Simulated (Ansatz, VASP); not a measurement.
Two plane-wave programs on RbBr

File POSCAR:

```
RbBr
1.0
    0.0000000000      3.4950939808      3.4950939808
    3.4950939808      0.0000000000      3.4950939808
    3.4950939808      3.4950939808      0.0000000000
Rb Br
1 1
Direct
    0.0000000000      0.0000000000      0.0000000000
    0.5000000000      0.5000000000      0.5000000000
```

File INCAR.step1:

```
PREC     = Accurate       # precision mode
ENCUT    = 520            # plane-wave cutoff, eV
ISMEAR   = 0              # smearing method
SIGMA    = 0.01           # smearing width, eV
LREAL    = F              # projectors in reciprocal space
LASPH    = T              # aspherical terms in the spheres
NELM     = 80             # most SCF steps
NBANDS   = 15             # bands
GGA      = PE             # functional
ALGO     = Normal         # electronic algorithm
EDIFF    = 1E-4           # SCF threshold, eV
LWAVE    = T              # write WAVECAR
LCHARG   = F              # write CHGCAR
```

The input INCAR.step2:

```
PREC     = Accurate       # precision mode
ENCUT    = 520            # plane-wave cutoff, eV
EDIFF    = 1E-6           # SCF threshold, eV
ISMEAR   = 0              # smearing method
SIGMA    = 0.01           # smearing width, eV
LREAL    = F              # projectors in reciprocal space
LASPH    = T              # aspherical terms in the spheres
NELM     = 80             # most SCF steps
ALGO     = Normal         # electronic algorithm
ISIF     = 2              # what is computed and relaxed
LWAVE    = F              # write WAVECAR
LCHARG   = F              # write CHGCAR
METAGGA  = R2SCAN         # meta-GGA
LMIXTAU  = T            
NBANDS   = 15             # bands
ISTART   = 1
```

KPOINTS

```
Automatic mesh
0
Gamma
  6 6 6
```

Input for Ansatz:

```yaml
crystal:
  lattice:
    - [0.0, 3.4950939808, 3.4950939808]
    - [3.4950939808, 0.0, 3.4950939808]
    - [3.4950939808, 3.4950939808, 0.0]
  atoms:
    - { symbol: Rb, position: [0.0, 0.0, 0.0] }
    - { symbol: Br, position: [0.5, 0.5, 0.5] }
kpoints:
  mp_grid: { grid: [6, 6, 6] }
hamiltonian:
  xc: r2scan
scf:
  occupations: { method: fixed }
  n_extra_bands: 4
output:
  forces: true
  stress: true
  eigenvalues: true
```

Alike in both runs: task single point; functional r2SCAN; k mesh 6 × 6 × 6; no spin polarisation.

```csv
,VASP,Ansatz
version,VASP 6.6.1,Ansatz 0.2.0
potentials or method,"VASP PAW PBE potentials, release 64 (Rb_sv, Br)","plane waves, PAW"
plane-wave cutoff (eV),520,500
occupations,"gaussian, width 0.01 eV",fixed
valence electrons in the cell,16,16
```

```tsv
	VASP	Ansatz	Ansatz less VASP
gap on the k mesh at the Fermi level (eV)	4.82	4.82	0.000
pressure (GPa)	-0.3	-0.4	-0.02
```

VASP's potentials were made for PBE, not for r2SCAN.
